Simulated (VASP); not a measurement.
# Zr3GeMo (P6/mmm) in VASP: single point with PBE

Aim: the single point of Zr3GeMo with PBE.

All numbers are computed with VASP 6.6.1; they aren't measurements. Logs are shortened: lines on timing, memory, paths and dates and some standing lists are left out, and cuts for length are marked.

## (1) The cell of the first run

The structure is hexagonal, space group P6/mmm (No. 191). The conventional cell has a = 5.720 Å, b = 5.720 Å, c = 4.884 Å, α = 90.00°, β = 90.00°, γ = 120.00°. Zr (site symmetry mmm) has 4 Zr at 2.86 Å and 2 Mo at 2.86 Å and 4 Ge at 3.76 Å within 3.8 Å. Ge (site symmetry 6/mmm) has 2 Mo at 2.44 Å within 3.2 Å. Within 3.2 Å of Mo (site symmetry 6/mmm) lie 2 Ge at 2.44 Å and 6 Zr at 2.86 Å.

The cell was generated, and may not be a known phase.

## (2) Single point, PBE

INCAR

```
SYSTEM = Zr3GeMo
  ALGO = All
  EDIFF = 1E-6
  ENCUT = 620
  GGA = PE
  GGA_COMPAT = .False.
  ISEARCH = 1
  ISIF = 2
  ISMEAR = 0
  KPAR = 4
  LASPH = .True.
  LCHARG = .True.
  LREAL = .False.
  LVHAR = .True.
  LWAVE = .False.
  NBANDS = 40
  NELM = 300
  PREC = Accurate
  SIGMA = 0.1
```

KPOINTS

```
k-points
0
Gamma
  6 6 4
  0 0 0
```

POSCAR

```
Zr3GeMo
1.0
    5.7197201093      0.0000000000      0.0000000000
   -2.8598600546      4.9534229172      0.0000000000
    0.0000000000      0.0000000000      4.8843658499
Zr Ge Mo
3 1 1
Direct
    0.5000000000      0.0000000000      0.5000000000
    0.0000000000      0.5000000000      0.5000000000
    0.5000000000      0.5000000000      0.5000000000
    0.0000000000      0.0000000000      0.0000000000
    0.0000000000      0.0000000000      0.5000000000
```

Potentials or basis: VASP PAW PBE potentials, release 64 (Zr_sv, Ge_d, Mo_sv).

The run is started by

```console
$ cat potpaw_PBE.64/Zr_sv/POTCAR potpaw_PBE.64/Ge_d/POTCAR potpaw_PBE.64/Mo_sv/POTCAR > POTCAR
$ mpirun -np 4 vasp_std > vasp.out
```

OUTCAR:

```text
SYSTEM = Zr3GeMo
   EDIFF = 1E-6
   ENCUT = 620
   GGA = PE
   ISIF = 2
   ISMEAR = 0
   LASPH = .True.
   LREAL = .False.
   NELM = 300
   PREC = Accurate

 ion  position               nearest neighbor table
   1  0.500  0.000  0.500-   3 2.86   3 2.86   5 2.86   5 2.86   2 2.86   2 2.86
   2  0.000  0.500  0.500-   5 2.86   5 2.86   3 2.86   3 2.86   1 2.86   1 2.86
   3  0.500  0.500  0.500-   1 2.86   1 2.86   2 2.86   2 2.86   5 2.86   5 2.86
   4  0.000  0.000  0.000-   5 2.44   5 2.44
   5  0.000  0.000  0.500-   4 2.44   4 2.44   2 2.86   2 2.86   1 2.86   1 2.86   3 2.86   3 2.86

  LATTYP: Found a hexagonal cell.
 ALAT       =     5.7197201093
 C/A-ratio  =     0.8539518991

  Lattice vectors:

 A1 = (   5.7197201093,   0.0000000000,   0.0000000000)
 A2 = (  -2.8598600546,   4.9534229172,   0.0000000000)
 A3 = (   0.0000000000,   0.0000000000,   4.8843658499)

Analysis of symmetry for initial positions (statically):
=====================================================================
 Subroutine PRICEL returns:
 Original cell was already a primitive cell.

 Routine SETGRP: Setting up the symmetry group for a
 hexagonal supercell.

 Subroutine GETGRP returns: Found 24 space group operations
 (whereof 24 operations were pure point group operations)
 out of a pool of 24 trial point group operations.

The static configuration has the point symmetry D_6h.

Analysis of symmetry for dynamics (positions and initial velocities):
=====================================================================
 Subroutine PRICEL returns:
 Original cell was already a primitive cell.

 Routine SETGRP: Setting up the symmetry group for a
 hexagonal supercell.

 Subroutine GETGRP returns: Found 24 space group operations
 (whereof 24 operations were pure point group operations)
 out of a pool of 24 trial point group operations.

The dynamic configuration has the point symmetry D_6h.

 Subroutine INISYM returns: Found 24 space group operations
 (whereof 24 operations are pure point group operations),
 and found     1 'primitive' translations

----------------------------------------------------------------------------------------

                                     Primitive cell

  volume of cell :     138.3848

  direct lattice vectors                    reciprocal lattice vectors
     5.719720109  0.000000000  0.000000000     0.174833730  0.100940301  0.000000000
    -2.859860055  4.953422917  0.000000000     0.000000000  0.201880602  0.000000000
     0.000000000  0.000000000  4.884365850     0.000000000  0.000000000  0.204734869

  length of vectors
     5.719720109  5.719720109  4.884365850     0.201880602  0.201880602  0.204734869

  position of ions in fractional coordinates (direct lattice)
     0.500000000  0.000000000  0.500000000
     1.000000000  0.500000000  0.500000000
     0.500000000  0.500000000  0.500000000
     0.000000000  0.000000000  0.000000000
     0.000000000  0.000000000  0.500000000

  ion indices of the primitive-cell ions
   primitive index   ion index
                 1           1
                 2           2
                 3           3
                 4           4
                 5           5

----------------------------------------------------------------------------------------

 KPOINTS: k-points

Automatic generation of k-mesh.
 Grid dimensions read from file:
 generate k-points for:    6    6    4

 Generating k-lattice:

  Cartesian coordinates                     Fractional coordinates (reciprocal lattice)
     0.029138955  0.016823383  0.000000000     0.166666667 -0.000000000  0.000000000
     0.000000000  0.033646767  0.000000000     0.000000000  0.166666667  0.000000000
     0.000000000  0.000000000  0.051183717     0.000000000  0.000000000  0.250000000

  Length of vectors
     0.033646767  0.033646767  0.051183717

  Shift w.r.t. Gamma in fractional coordinates (k-lattice)
     0.000000000  0.000000000  0.000000000

 Subroutine IBZKPT returns following result:
 ===========================================

 Found     21 irreducible k-points:

 Following reciprocal coordinates:
            Coordinates               Weight
  0.000000  0.000000  0.000000      1.000000
  0.166667 -0.000000  0.000000      6.000000
  0.333333 -0.000000  0.000000      6.000000
  0.500000 -0.000000  0.000000      3.000000
  0.166667  0.166667  0.000000      6.000000
  0.333333  0.166667  0.000000     12.000000
[... 13 lines left out ...]
  0.333333  0.166667  0.500000     12.000000
  0.333333  0.333333  0.500000      2.000000
   k-points           NKPTS =     21   k-points in BZ     NKDIM =     21   number of bands    NBANDS=     40
   number of dos      NEDOS =    301   number of ions     NIONS =      5
   total plane-waves  NPLWV =  92160
   dimension x,y,z NGX =    48 NGY =   48 NGZ =   40
   dimension x,y,z NGXF=    96 NGYF=   96 NGZF=   80
   ions per type =               3   1   1
   NGX,Y,Z   is equivalent  to a cutoff of  13.95, 13.95, 13.61 a.u.
   NGXF,Y,Z  is equivalent  to a cutoff of  27.90, 27.90, 27.23 a.u.
 SYSTEM =  Zr3GeMo
   PREC   = accura    normal or accurate (medium, high low for compatibility)
   ISTART =      0    job   : 0-new  1-cont  2-samecut
   ICHARG =      2    charge: 1-file 2-atom 10-const
   ISPIN  =      1    spin polarized calculation?
   LNONCOLLINEAR =      F non collinear calculations
   LSORBIT =      F    spin-orbit coupling
   LASPH  =      T    aspherical Exc in radial PAW
   ENCUT  =  620.0 eV  45.57 Ry    6.75 a.u.  11.61 11.61  9.92*2*pi/ulx,y,z
   NELM   =    300;   NELMIN=  2; NELMDL= -5     # of ELM steps
   EDIFF  = 0.1E-05   stopping-criterion for ELM
   LREAL  =      F    real-space projection
   EDIFFG = 0.1E-04   stopping-criterion for IOM
   NSW    =      0    number of steps for IOM
   IBRION =     -1    ionic relax: 0-MD 1-quasi-New 2-CG
   NFREE  =      0    steps in history (QN), initial steepest desc. (CG)
   ISIF   =      2    stress and relaxation
   ISYM   =      2    0-nonsym 1-usesym 2-fastsym
   POTIM  = 0.5000    time-step for ionic-motion
   TEBEG  =    0.0;   TEEND  =   0.0 temperature during run
   PSTRESS=    0.0 pullay stress
   NELECT =      64.0000    total number of electrons
   NUPDOWN=      -1.0000    fix difference up-down
   EMIN   =  10.00;   EMAX   =-10.00  energy-range for DOS
   EFERMI =   0.00;   METHOD = LEGACY
   ISMEAR =     0;   SIGMA  =   0.10  broadening in eV -4-tet -1-fermi 0-gaus
   EFERMI_NEDOS =   21; number of points for ismear=-14 and -15
   IALGO  =     58    algorithm
   IMIX   =      4    mixing-type and parameters
     AMIX     =   0.40;   BMIX     =  1.00
     AMIX_MAG =   1.60;   BMIX_MAG =  1.00
  volume/ion in A,a.u.               =      27.68       186.77
  Fermi-wavevector in a.u.,A,eV,Ry     =   1.266015  2.392421 21.807321  1.602793
  Thomas-Fermi vector in A             =   2.399238
   LORBIT       =      0    0 simple, 1 ext, 2 COOP (PROOUT), +10 PAW based schemes
   GGA     = PE    functional components
   LHFCALC =     F    Hartree Fock is set to
   AEXX    =    0.0000 exact exchange contribution
   IVDW    =     0    specifies the selected vdW correction
   LEPSILON=     F    determine dielectric tensor
   LRPA    =     F    only Hartree local field effects (RPA)
 non-spin polarized calculation
 Gauss-broadening in eV      SIGMA  =   0.10
  energy-cutoff  :      620.00
  volume of cell :      138.38
 maximum number of plane-waves:      4885
 NGX is ok and might be reduce to    48
   NGX = 23   NGY = 23   NGZ = 19

 number of electron      64.0000015 magnetization

 Free energy of the ion-electron system (eV)
  ---------------------------------------------------
  ext. energy  EPLUGINS =         0.00000000
  ---------------------------------------------------
  free energy    TOTEN  =       -36.94238617 eV

  energy without entropy =      -36.92303951  energy(sigma->0) =      -36.93271284

 E-fermi :   5.9229     XC(G=0):  -9.7404

 val. band max:        5.9113316891   @ k =   0.1667  -0.0000   0.0000
 cond. band min:       5.9403261538   @ k =   0.3333   0.3333   0.0000
 fundamental gap:      0.0289944648
 Fermi energy:         5.9229198387

 k-point     1 :       0.0000    0.0000    0.0000
  band No.  band energies     occupation
      1     -54.2114      2.00000
      2     -43.1263      2.00000
      3     -42.8774      2.00000
      4     -42.8774      2.00000
      5     -28.4426      2.00000
      6     -28.3966      2.00000
[... 32 lines left out ...]
     39       8.3695      0.00000
     40       8.8203      0.00000

 k-point     2 :       0.1667   -0.0000    0.0000
  band No.  band energies     occupation
      1     -54.2113      2.00000
      2     -43.1123      2.00000
      3     -42.8927      2.00000
      4     -42.8775      2.00000
      5     -28.4426      2.00000
      6     -28.3938      2.00000
[... 32 lines left out ...]
     39       8.2936      0.00000
     40       8.6604      0.00000

 k-point     3 :       0.3333   -0.0000    0.0000
  band No.  band energies     occupation
      1     -54.2113      2.00000
      2     -43.0760      2.00000
      3     -42.9316      2.00000
      4     -42.8778      2.00000
      5     -28.4424      2.00000
      6     -28.3882      2.00000
[... 32 lines left out ...]
     39       7.8006      0.00000
     40       7.9066      0.00000

 k-point     4 :       0.5000   -0.0000    0.0000
  band No.  band energies     occupation
      1     -54.2112      2.00000
      2     -43.0468      2.00000
      3     -42.9622      2.00000
      4     -42.8780      2.00000
      5     -28.4423      2.00000
      6     -28.3853      2.00000
[... 32 lines left out ...]
     39       7.6122      0.00000
     40       8.5618      0.00000
[... 643 lines left out ...]
     39       8.1274      0.00000
     40       8.4579      0.00000

 k-point    20 :       0.3333    0.1667    0.5000
  band No.  band energies     occupation
      1     -54.2109      2.00000
      2     -43.0464      2.00000
      3     -42.9627      2.00000
      4     -42.8776      2.00000
      5     -28.4629      2.00000
      6     -28.3825      2.00000
[... 32 lines left out ...]
     39       7.8477      0.00000
     40       8.4407      0.00000

 k-point    21 :       0.3333    0.3333    0.5000
  band No.  band energies     occupation
      1     -54.2109      2.00000
      2     -43.0050      2.00000
      3     -43.0050      2.00000
      4     -42.8773      2.00000
      5     -28.4628      2.00000
      6     -28.3734      2.00000
[... 32 lines left out ...]
     39       8.2345      0.00000
     40       8.2402      0.00000

------------------------ aborting loop because EDIFF is reached ----------------------------------------

  FORCE on cell =-STRESS in cart. coord.  units (eV):
  Direction    XX          YY          ZZ          XY          YZ          ZX
  --------------------------------------------------------------------------------------
  -------------------------------------------------------------------------------------
  Total        0.0750654      0.0750654      0.0777420      0.0000000     -0.0000000      0.0000000
  in kB        0.8690846      0.8690846      0.9000739      0.0000000     -0.0000000      0.0000000
  external PRESSURE =       0.8794144 kB  Pullay stress =       0.0000000 kB

 VOLUME and BASIS-vectors are now :
 -----------------------------------------------------------------------------
  energy-cutoff  :      620.00
  volume of cell :      138.38
      direct lattice vectors                 reciprocal lattice vectors
     5.719720109  0.000000000  0.000000000     0.174833730  0.100940301  0.000000000
    -2.859860055  4.953422917  0.000000000     0.000000000  0.201880602  0.000000000
     0.000000000  0.000000000  4.884365850     0.000000000  0.000000000  0.204734869

 POSITION                                       TOTAL-FORCE (eV/Angst)
 -----------------------------------------------------------------------------------
      2.85986      0.00000      2.44218         0.000000      0.000000      0.000000
     -1.42993      2.47671      2.44218         0.000000      0.000000      0.000000
      1.42993      2.47671      2.44218        -0.000000      0.000000      0.000000
      0.00000      0.00000      0.00000         0.000000      0.000000      0.000000
      0.00000      0.00000      2.44218         0.000000      0.000000      0.000000
 -----------------------------------------------------------------------------------
    total drift:                                0.000000     -0.000000     -0.000000

  FREE ENERGIE OF THE ION-ELECTRON SYSTEM (eV)
  ---------------------------------------------------
  free  energy   TOTEN  =       -36.9423861671 eV

  energy  without entropy=      -36.9230424096  energy(sigma->0) =      -36.93271429
```

Wall time 72 s (4 MPI ranks of AMD EPYC 9R45 (Zen 5), shared host); peak memory 0.48 GiB.

What came out:

```
Free energy            : -36.9424 eV
Pressure               : 0.1 GPa
Band gap on the k mesh : zero (bands 32 and 33 overlap by 1.36 eV)
```

Levels at points of the mesh, in eV from the Fermi level:
```csv
k point,band 29,band 30,band 31,band 32,band 33,band 34,band 35,band 36
"(0.00, 0.00, 0.00)",-1.44,-0.80,-0.49,-0.49,-0.35,0.85,0.85,1.33
"(0.50, 0.00, 0.00)",-1.15,-0.83,-0.79,-0.58,-0.37,-0.28,0.66,0.92
"(0.00, 0.00, 0.50)",-2.73,-1.84,0.84,0.85,0.85,1.07,2.27,2.28
"(0.50, 0.00, 0.50)",-1.10,-0.87,-0.30,0.28,0.28,0.54,0.54,0.58
```

The gap in the log of VASP goes by the Fermi energy; the results here count the filled bands.